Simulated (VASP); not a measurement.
# HfN (I4mm) in VASP: further runs, part 2 of 2

VASP 6.6.1.

## (3) Single point, PBE (mode 5 frozen in at -0.058 Å, normal strain along y +0.0233)

INCAR

```
PREC     = Accurate       # precision mode
ENCUT    = 520            # plane-wave cutoff, eV
EDIFF    = 1E-7           # SCF threshold, eV
ISMEAR   = 0              # smearing method
SIGMA    = 0.15           # smearing width, eV
LREAL    = F              # projectors in reciprocal space
LASPH    = T              # aspherical terms in the spheres
NELM     = 60             # most SCF steps
ALGO     = Normal         # electronic algorithm
ISIF     = 2              # what is computed and relaxed
LWAVE    = F              # write WAVECAR
LCHARG   = T              # write CHGCAR
GGA      = PE             # functional
LELF     = T              # ELF
LVHAR    = T            
NBANDS   = 14             # bands
```

KPOINTS

```
Automatic mesh
0
Gamma
  16 16 16
```

POSCAR

```
HfN
1.0
    0.0000000000      2.3267939086      2.2738140414
    2.2738140414      0.0000000000      2.2738140414
    2.2738140414      2.3267939086      0.0000000000
Hf N
1 1
Direct
    0.0010043247     -0.0010043247      0.0010043247
    0.4872021197      0.5127978803      0.4872021197
```

Potentials or basis: VASP PAW PBE potentials, release 64 (Hf_pv, N).

The run is started by

```sh
> cat potpaw_PBE.64/Hf_pv/POTCAR potpaw_PBE.64/N/POTCAR > POTCAR
> mpirun -np 1 vasp_std > vasp.out
```

Wall time 59 s (1 thread of Intel Xeon 6975P-C, shared host); peak memory 0.24 GiB.

Results (log left out):

| Item | Value |
| --- | --- |
| Free energy | -21.7154 eV |
| Pressure | -7.3 GPa |
| Largest force | 0.526 eV/Å |

Forces on the atoms (eV/Å):
```
Hf   0.000 -0.526  0.000
N    0.000  0.526  0.000
```

Stress tensor (GPa, compression positive):
```
 -4.63   0.00   0.00
  0.00 -12.59   0.00
  0.00   0.00  -4.63
```

Levels at points of the mesh, in eV from the Fermi level:
| k point | band 6 | band 7 | band 8 | band 9 | band 10 | band 11 |
| --- | --- | --- | --- | --- | --- | --- |
| (0.00, 0.00, 0.00) | -3.01 | -3.01 | -0.49 | -0.18 | -0.18 | 1.15 |
| (0.50, 0.00, 0.00) | -5.98 | -5.97 | 3.07 | 3.42 | 3.52 | 4.22 |
| (0.50, 0.50, 0.00) | -4.09 | -3.76 | -3.20 | 3.81 | 5.03 | 5.14 |
| (0.50, 0.00, 0.50) | -3.61 | -3.61 | -3.59 | 3.88 | 5.08 | 5.18 |

Caveat: the cell differs from its parent crystal (mode 5 frozen in at -0.058 Å, normal strain along y +0.0233); spin-orbit coupling is left out, which moves the levels of the heavy elements.

## (4) Single point, PBE (mode 5 frozen in at -0.078 Å, normal strain along y +0.0233)

INCAR

```
SYSTEM = HfN
PREC = Accurate ; ENCUT = 520
EDIFF = 1E-6 ; ISMEAR = 0
SIGMA = 0.15 ; LREAL = .FALSE.
LASPH = .TRUE. ; NELM = 80
ALGO = Normal ; ISIF = 2
LWAVE = .FALSE. ; LCHARG = .FALSE.
GGA = PE ; NBANDS = 14
```

KPOINTS

```
Automatic mesh
0
G
  16 16 16
  0 0 0
```

POSCAR

```
HfN
1.0
    0.0000000000      2.3267939086      2.2738140414
    2.2738140414      0.0000000000      2.2738140414
    2.2738140414      2.3267939086      0.0000000000
Hf N
1 1
Direct
    0.0013390996     -0.0013390996      0.0013390996
    0.4829361596      0.5170638404      0.4829361596
```

Potentials or basis: VASP PAW PBE potentials, release 64 (Hf_pv, N).

The run is started by

```sh
> cat potpaw_PBE.64/Hf_pv/POTCAR potpaw_PBE.64/N/POTCAR > POTCAR
> mpirun -np 1 vasp_std > vasp.out
```

OUTCAR:

```text
SYSTEM = HfN
   PREC = Accurate
   ENCUT = 520
   EDIFF = 1E-6
   ISMEAR = 0
   LREAL = .FALSE.
   LASPH = .TRUE.
   NELM = 80
   ISIF = 2
   GGA = PE

 ion  position               nearest neighbor table
   1  0.001  0.999  0.001-   2 2.24   2 2.28   2 2.28   2 2.28   2 2.28   2 2.41
   2  0.483  0.517  0.483-   1 2.24   1 2.28   1 2.28   1 2.28   1 2.28   1 2.41

  LATTYP: Found a body centered tetragonal cell.
 ALAT       =     3.2156586557
 C/A-ratio  =     1.4471647384

  Lattice vectors:

 A1 = (   0.0000000000,  -2.3267939086,   2.2738140414)
 A2 = (   0.0000000000,  -2.3267939086,  -2.2738140414)
 A3 = (   2.2738140414,   2.3267939086,   0.0000000000)

Analysis of symmetry for initial positions (statically):
=====================================================================
 Subroutine PRICEL returns:
 Original cell was already a primitive cell.

 Routine SETGRP: Setting up the symmetry group for a
 body centered tetragonal supercell.

 Subroutine GETGRP returns: Found  8 space group operations
 (whereof  8 operations were pure point group operations)
 out of a pool of 16 trial point group operations.

The static configuration has the point symmetry C_4v.

Analysis of symmetry for dynamics (positions and initial velocities):
[... 170 lines left out ...]
      3     -23.2896      2.00000
      4      -9.2515      2.00000
      5       4.8693      2.00000
      6       4.9650      2.00000
      7       4.9650      2.00000
      8       7.5302      1.99999
      9       7.8884      1.75533
     10       7.8884      1.75533
     11       9.1838      0.00000
     12      10.0466      0.00000
     13      10.0840      0.00000
     14      17.4598      0.00000
[... 377 lines left out ...]
      1     -23.3929      2.00000
      2     -23.3107      2.00000
      3     -23.3075      2.00000
      4      -9.0415      2.00000
      5       3.9174      2.00000
      6       4.4109      2.00000
      7       4.6598      2.00000
      8       7.6521      1.99930
      9       8.0643      0.62094
     10       8.3415      0.00188
     11       9.9268      0.00000
     12      10.4218      0.00000
     13      11.0559      0.00000
     14      18.2055      0.00000

 [... further k-points ...]
[... 5 lines left out ...]
  --------------------------------------------------------------------------------------
  -------------------------------------------------------------------------------------
  Total       -0.6989058     -1.7383601     -0.6989058      0.0000000     -0.0000000      0.0000000
  in kB      -46.5405413   -115.7584010    -46.5405413      0.0000000     -0.0000000      0.0000000
  external PRESSURE =     -69.6131612 kB  Pullay stress =       0.0000000 kB

 VOLUME and BASIS-vectors are now :
 -----------------------------------------------------------------------------
  energy-cutoff  :      520.00
  volume of cell :       24.06
      direct lattice vectors                 reciprocal lattice vectors
     0.000000000  2.326793909  2.273814041    -0.219894851  0.214887962  0.219894851
     2.273814041  0.000000000  2.273814041     0.219894851 -0.214887962  0.219894851
     2.273814041  2.326793909  0.000000000     0.219894851  0.214887962 -0.219894851

 POSITION                                       TOTAL-FORCE (eV/Angst)
 -----------------------------------------------------------------------------------
      2.27381      0.00623      2.27381         0.000000     -0.702755      0.000000
      2.27381      2.24739      2.27381         0.000000      0.702755      0.000000
 -----------------------------------------------------------------------------------
    total drift:                               -0.000000      0.000114     -0.000000

  FREE ENERGIE OF THE ION-ELECTRON SYSTEM (eV)
  ---------------------------------------------------
  free  energy   TOTEN  =       -21.7022879380 eV

  energy  without entropy=      -21.6954913253  energy(sigma->0) =      -21.69888963
```

stdout:

```text
POSCAR found type information on POSCAR HfN
 POSCAR found :  2 types and       2 ions
 scaLAPACK will be used
 LDA part: xc-table for (Slater+PW92), standard interpolation
 POSCAR, INCAR and KPOINTS ok, starting setup
 FFT: planning ... GRIDC
 FFT: planning ... GRID_SOFT
 FFT: planning ... GRID
 WAVECAR not read
 entering main loop
```

Wall time 46 s (1 thread of Intel Xeon 6975P-C, shared host); peak memory 0.24 GiB.

What came out:

```yaml
Free_energy: -21.7023 eV
Pressure: -7.0 GPa
Largest_force: 0.703 eV/Å
```

Forces on the atoms (eV/Å):
```
Hf   0.000 -0.703  0.000
N    0.000  0.703  0.000
```

Stress tensor (GPa, compression positive):
```
 -4.65   0.00   0.00
  0.00 -11.58   0.00
  0.00   0.00  -4.65
```

Levels at points of the mesh, in eV from the Fermi level:
```
           k point  band 4  band 5  band 6  band 7  band 8  band 9  band 10  band 11  band 12  band 13
(0.00, 0.00, 0.00)  -17.26   -3.14   -3.05   -3.05   -0.48   -0.12    -0.12     1.17     2.03     2.07
(0.50, 0.00, 0.00)  -14.78   -8.63   -5.97   -5.97    3.06    3.43     3.48     4.23     8.10     8.47
(0.50, 0.50, 0.00)  -16.18   -5.34   -4.24   -3.77   -3.04    3.83     5.03     5.13     5.36     7.56
(0.50, 0.00, 0.50)  -16.20   -5.54   -3.61   -3.61   -3.58    3.88     5.06     5.18     5.18     6.93
```

Caveat: the cell differs from its parent crystal (mode 5 frozen in at -0.078 Å, normal strain along y +0.0233); spin-orbit coupling is left out, which moves the levels of the heavy elements.
